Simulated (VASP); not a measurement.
# Na (Pmmn) in VASP: further runs

The runs below take Na through single point, with PBEsol.

All numbers are computed with VASP 6.6.1; they aren't measurements. Logs are shortened: lines on timing, memory, paths and dates and some standing lists are left out, and cuts for length are marked.

## Step 1: The cell of the first run

Symmetry: Pmmn, No. 59, orthorhombic system. The conventional cell has a = 3.758 Å, b = 5.268 Å, c = 3.758 Å, α = 90.00°, β = 90.00°, γ = 90.00°. Na (site symmetry mm2) has 8 Na at 3.30 to 3.76 Å within 4.3 Å.

## Step 2: Single point, PBEsol (atoms displaced along a vibrational mode, the cell strained)

The input, INCAR:

```
PREC = Accurate
ENCUT = 520
EDIFF = 1E-6
ISMEAR = 0
SIGMA = 0.15
LREAL = False
LASPH = True
NELM = 60
ALGO = Fast
ISIF = 2
LWAVE = False
LCHARG = False
GGA = PS
NBANDS = 14
```

The input, KPOINTS:

```
Automatic mesh
0
Gamma
  12 12 10
```

The input, POSCAR:

```
Na
1.0
    0.0000000000     -3.7580792051      0.0000000000
   -3.7580792051      0.0000000000      0.0000000000
    0.0000000000      0.0000000000     -5.2675445391
Na
2
Direct
    0.5000000000      0.6642007968      0.5000000000
    0.0000000000     -0.1642007968      0.0000000000
```

Potentials or basis: VASP PAW PBE potentials, release 64 (Na_pv).

Started as:

```console
> cat potpaw_PBE.64/Na_pv/POTCAR > POTCAR
> mpirun -np 1 vasp_std > vasp.out
```

OUTCAR:

```text
PREC = Accurate
   ENCUT = 520
   EDIFF = 1E-6
   ISMEAR = 0
   LREAL = False
   LASPH = True
   NELM = 60
   ISIF = 2
   GGA = PS

 ion  position               nearest neighbor table
   1  0.500  0.664  0.500-
   2  0.000  0.836  0.000-

  LATTYP: Found a simple tetragonal cell.
 ALAT       =     3.7580792051
 C/A-ratio  =     1.4016587335

  Lattice vectors:

 A1 = (   0.0000000000,  -3.7580792051,   0.0000000000)
 A2 = (  -3.7580792051,   0.0000000000,   0.0000000000)
 A3 = (   0.0000000000,   0.0000000000,  -5.2675445391)

Analysis of symmetry for initial positions (statically):
=====================================================================
 Subroutine PRICEL returns:
 Original cell was already a primitive cell.

 Routine SETGRP: Setting up the symmetry group for a
 simple tetragonal supercell.

 Subroutine GETGRP returns: Found  8 space group operations
 (whereof  4 operations were pure point group operations)
 out of a pool of 16 trial point group operations.

The static configuration has the point symmetry C_2v.
 The point group associated with its full space group is D_2h.

Analysis of symmetry for dynamics (positions and initial velocities):
=====================================================================
 Subroutine PRICEL returns:
 Original cell was already a primitive cell.

 Routine SETGRP: Setting up the symmetry group for a
 simple tetragonal supercell.

 Subroutine GETGRP returns: Found  8 space group operations
 (whereof  4 operations were pure point group operations)
 out of a pool of 16 trial point group operations.

The dynamic configuration has the point symmetry C_2v.
 The point group associated with its full space group is D_2h.

 Subroutine INISYM returns: Found  8 space group operations
 (whereof  4 operations are pure point group operations),
 and found     1 'primitive' translations

----------------------------------------------------------------------------------------

                                     Primitive cell

  volume of cell :      74.3944

  direct lattice vectors                    reciprocal lattice vectors
     0.000000000 -3.758079205  0.000000000     0.000000000 -0.266093381  0.000000000
    -3.758079205  0.000000000  0.000000000    -0.266093381  0.000000000  0.000000000
     0.000000000  0.000000000 -5.267544539     0.000000000  0.000000000 -0.189841774

  length of vectors
     3.758079205  3.758079205  5.267544539     0.266093381  0.266093381  0.189841774

  position of ions in fractional coordinates (direct lattice)
     0.500000000  0.664200797  0.500000000
[... 91 lines left out ...]
   EMIN   =  10.00;   EMAX   =-10.00  energy-range for DOS
   EFERMI =   0.00;   METHOD = LEGACY
   ISMEAR =     0;   SIGMA  =   0.15  broadening in eV -4-tet -1-fermi 0-gaus
   EFERMI_NEDOS =   21; number of points for ismear=-14 and -15
   IALGO  =     68    algorithm
   IMIX   =      4    mixing-type and parameters
     AMIX     =   0.40;   BMIX     =  1.00
     AMIX_MAG =   1.60;   BMIX_MAG =  1.00
  volume/ion in A,a.u.               =      37.20       251.02
  Fermi-wavevector in a.u.,A,eV,Ry     =   0.938147  1.772840 11.974753  0.880119
  Thomas-Fermi vector in A             =   2.065329
   LORBIT       =      0    0 simple, 1 ext, 2 COOP (PROOUT), +10 PAW based schemes
   GGA     = PS    functional components
   LHFCALC =     F    Hartree Fock is set to
   AEXX    =    0.0000 exact exchange contribution
   IVDW    =     0    specifies the selected vdW correction
   LEPSILON=     F    determine dielectric tensor
   LRPA    =     F    only Hartree local field effects (RPA)
 non-spin polarized calculation
 RMM-DIIS sequential band-by-band and
 Gauss-broadening in eV      SIGMA  =   0.15
  energy-cutoff  :      520.00
  volume of cell :       74.39
 maximum number of plane-waves:      2032
   NGX = 13   NGY = 13   NGZ = 19

 number of electron      13.9999982 magnetization

 Free energy of the ion-electron system (eV)
  ---------------------------------------------------
  ext. energy  EPLUGINS =         0.00000000
  ---------------------------------------------------
  free energy    TOTEN  =        -2.60016372 eV

  energy without entropy =       -2.58905026  energy(sigma->0) =       -2.59460699

 E-fermi :   0.2980     XC(G=0):  -6.4809

 val. band max:        0.2862940836   @ k =   0.4167   0.3333   0.2000
 cond. band min:       0.2991189105   @ k =   0.0000   0.5000   0.3000
 fundamental gap:      0.0128248269
 Fermi energy:         0.2979527985

 k-point     1 :       0.0000    0.0000    0.0000
  band No.  band energies     occupation
      1     -24.6707      2.00000
      2     -24.6246      2.00000
      3     -24.5990      2.00000
      4     -24.5929      2.00000
      5     -24.5927      2.00000
      6     -24.5922      2.00000
      7      -2.9723      2.00000
      8       2.0826      0.00000
      9       2.7022      0.00000
     10       6.8486      0.00000
     11       7.2091      0.00000
     12       7.3343      0.00000
     13       8.1411      0.00000
     14      11.1493      0.00000
[... 377 lines left out ...]
      1     -24.6661      2.00000
      2     -24.6241      2.00000
      3     -24.6176      2.00000
      4     -24.6085      2.00000
      5     -24.5936      2.00000
      6     -24.5927      2.00000
      7      -0.3354      2.00000
      8      -0.0896      1.99974
      9       4.3458      0.00000
     10       4.8128      0.00000
     11       5.3258      0.00000
     12       5.3464      0.00000
     13       8.3515      0.00000
     14       8.9031      0.00000

 [... further k-points ...]

------------------------ aborting loop because EDIFF is reached ----------------------------------------

  FORCE on cell =-STRESS in cart. coord.  units (eV):
  Direction    XX          YY          ZZ          XY          YZ          ZX
  --------------------------------------------------------------------------------------
  -------------------------------------------------------------------------------------
  Total       -0.6177226      0.3690277      0.8221305      0.0000000      0.0000000      0.0000000
  in kB      -13.3034417      7.9474800     17.7056249      0.0000000      0.0000000      0.0000000
  external PRESSURE =       4.1165544 kB  Pullay stress =       0.0000000 kB

 VOLUME and BASIS-vectors are now :
 -----------------------------------------------------------------------------
  energy-cutoff  :      520.00
  volume of cell :       74.39
      direct lattice vectors                 reciprocal lattice vectors
     0.000000000 -3.758079205  0.000000000     0.000000000 -0.266093381  0.000000000
    -3.758079205  0.000000000  0.000000000    -0.266093381  0.000000000  0.000000000
     0.000000000  0.000000000 -5.267544539     0.000000000  0.000000000 -0.189841774

 POSITION                                       TOTAL-FORCE (eV/Angst)
 -----------------------------------------------------------------------------------
     -2.49612     -1.87904     -2.63377         0.207769      0.000000      0.000000
     -3.14100      0.00000      0.00000        -0.207769      0.000000      0.000000
 -----------------------------------------------------------------------------------
    total drift:                               -0.000000     -0.000000     -0.000000

  FREE ENERGIE OF THE ION-ELECTRON SYSTEM (eV)
  ---------------------------------------------------
  free  energy   TOTEN  =        -2.6001637158 eV

  energy  without entropy=       -2.5890502581  energy(sigma->0) =       -2.59460699
```

OSZICAR:

```text
N       E                     dE             d eps       ncg     rms          rms(c)
DAV:   1     0.971869859120E+02    0.97187E+02   -0.71638E+03  8232   0.108E+03
DAV:   2     0.130633520249E+01   -0.95881E+02   -0.94840E+02  8490   0.274E+02
DAV:   3    -0.255228716040E+01   -0.38586E+01   -0.38542E+01 10494   0.632E+01
DAV:   4    -0.260504381673E+01   -0.52757E-01   -0.52755E-01  9036   0.800E+00
DAV:   5    -0.260622401850E+01   -0.11802E-02   -0.11802E-02 10524   0.122E+00    0.345E-01
RMM:   6    -0.260185863271E+01    0.43654E-02   -0.44240E-03 10461   0.871E-01    0.205E-01
RMM:   7    -0.260021739842E+01    0.16412E-02   -0.40861E-03 10621   0.727E-01    0.652E-02
RMM:   8    -0.260013624867E+01    0.81150E-04   -0.83113E-04 10774   0.513E-01    0.747E-03
RMM:   9    -0.260015867816E+01   -0.22429E-04   -0.22582E-04 11347   0.176E-01    0.835E-03
RMM:  10    -0.260016138131E+01   -0.27031E-05   -0.83526E-05 10920   0.163E-01    0.529E-03
RMM:  11    -0.260016275204E+01   -0.13707E-05   -0.29924E-05 11690   0.652E-02    0.250E-03
RMM:  12    -0.260016370480E+01   -0.95276E-06   -0.10094E-05  8059   0.444E-02    0.194E-03
RMM:  13    -0.260016371584E+01   -0.11041E-07   -0.20151E-06  5460   0.178E-02
   1 F= -.26001637E+01 E0= -.25946070E+01  d E =-.111135E-01
```

It took 1.7 min on 1 thread of Intel Xeon Platinum 8488C (Sapphire Rapids), shared host; peak memory 0.33 GiB.

What came out:

```yaml
Free_energy: -2.6002 eV
Pressure: 0.4 GPa
Largest_force: 0.208 eV/Å
Band_gap_on_the_k_mesh: zero (bands 7 and 8 overlap by 4.59 eV)
```

Forces on the atoms (eV/Å):
```
Na   0.208  0.000  0.000
Na  -0.208  0.000  0.000
```

Caveat: the cell differs from its parent crystal (atoms displaced along a vibrational mode, the cell strained); the PAW data sets were made with another functional, which shifts forces and pressure a little.

## Step 3: Single point, PBEsol (atoms displaced along a vibrational mode, the cell strained)

The input, INCAR:

```
ALGO = Fast ; EDIFF = 1E-6
ENCUT = 520 ; GGA = PS
ISIF = 2 ; ISMEAR = 0
LASPH = True ; LCHARG = True
LELF = True ; LREAL = False
LVHAR = True ; LWAVE = False
NBANDS = 14 ; NELM = 60
PREC = Accurate ; SIGMA = 0.15
```

The input, KPOINTS:

```
k-points
0
Gamma
  12 12 10
```

The input, POSCAR:

```
Na
1.0
    0.0000000000     -3.7580792051      0.0000000000
   -3.7580792051      0.0000000000      0.0000000000
    0.0000000000      0.0000000000     -5.2675445391
Na
2
Direct
    0.5000000000      0.5547335989      0.5000000000
    0.0000000000     -0.0547335989      0.0000000000
```

Potentials or basis: VASP PAW PBE potentials, release 64 (Na_pv).

Started as:

```console
> cat potpaw_PBE.64/Na_pv/POTCAR > POTCAR
> mpirun -np 1 vasp_std > vasp.out
```

Wall time 1.8 min (1 thread of Intel Xeon Platinum 8488C (Sapphire Rapids), shared host); peak memory 0.33 GiB.

It converged, with:

| Item | Value |
| --- | --- |
| Free energy | -2.7738 eV |
| Pressure | -0.1 GPa |
| Largest force | 0.145 eV/Å |
| Band gap on the k mesh | zero (bands 7 and 8 overlap by 4.76 eV) |

Forces on the atoms (eV/Å):
```
Na   0.145  0.000  0.000
Na  -0.145  0.000  0.000
```

Stress tensor (GPa, compression positive):
```
-0.35  0.00  0.00
 0.00 -0.04  0.00
 0.00  0.00  0.05
```

Levels at points of the mesh, in eV from the Fermi level:
| k point | band 5 | band 6 | band 7 | band 8 | band 9 | band 10 |
| --- | --- | --- | --- | --- | --- | --- |
| (0.00, 0.00, 0.00) | -24.80 | -24.80 | -3.27 | 1.82 | 2.38 | 6.24 |
| (0.50, 0.00, 0.00) | -24.80 | -24.80 | -0.58 | -0.58 | 4.23 | 4.23 |
| (0.00, 0.50, 0.00) | -24.80 | -24.80 | -0.63 | -0.53 | 4.13 | 4.33 |
| (0.50, 0.50, 0.00) | -24.81 | -24.81 | 1.74 | 1.74 | 2.27 | 2.27 |
| (0.00, 0.00, 0.50) | -24.80 | -24.80 | -1.88 | -1.88 | 7.49 | 7.49 |
| (0.50, 0.00, 0.50) | -24.80 | -24.80 | 0.54 | 0.54 | 0.98 | 0.98 |
| (0.00, 0.50, 0.50) | -24.80 | -24.80 | 0.56 | 0.56 | 0.96 | 0.96 |
| (0.50, 0.50, 0.50) | -24.81 | -24.81 | 2.88 | 2.88 | 2.99 | 2.99 |

Caveat: the cell differs from its parent crystal (atoms displaced along a vibrational mode, the cell strained); the PAW data sets were made with another functional, which shifts forces and pressure a little.
